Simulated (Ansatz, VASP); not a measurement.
# Two plane-wave programs on AlH4

```
CELL_PARAMETERS angstrom
2.57298 0.00000 0.00000
0.00000 2.57298 0.00000
0.00000 0.00000 6.56089
ATOMIC_POSITIONS crystal
Al 0.50000 0.50000 0.00000
H 0.75177 0.75177 0.50000
H 0.24823 0.24823 0.50000
H 0.24823 0.75177 0.50000
H 0.75177 0.24823 0.50000
```

Alike in both runs: task relaxation of cell and atoms; functional PBE; k mesh 14 × 14 × 6; occupations gaussian, width 0.1 eV; no spin polarisation.

```csv
,VASP,Ansatz
version,VASP 6.6.1,Ansatz 0.2.0
potentials or method,"VASP PAW PBE potentials, release 64 (Al, H), cutoff 600 eV","scalar-relativistic, plane waves, PAW"
valence electrons in the cell,7,7
```

```tsv
	VASP	Ansatz	Ansatz less VASP
gap on the k mesh at the Fermi level, each at its own relaxed structure (eV)	none	none	-
relaxed volume (Å³/atom)	6.92	7.59	+0.664
relaxed length of the cell vector where the two differ most in proportion (Å)	3.787	3.959	+0.1719
```

A gap of «none» marks a metal or a gap that the smearing closes. One of these differences is far larger than is usual between the two programs; its cause wasn't traced.

Noted on VASP's run: the volume moved by over 15 % at a fixed basis, so the end points are rough.
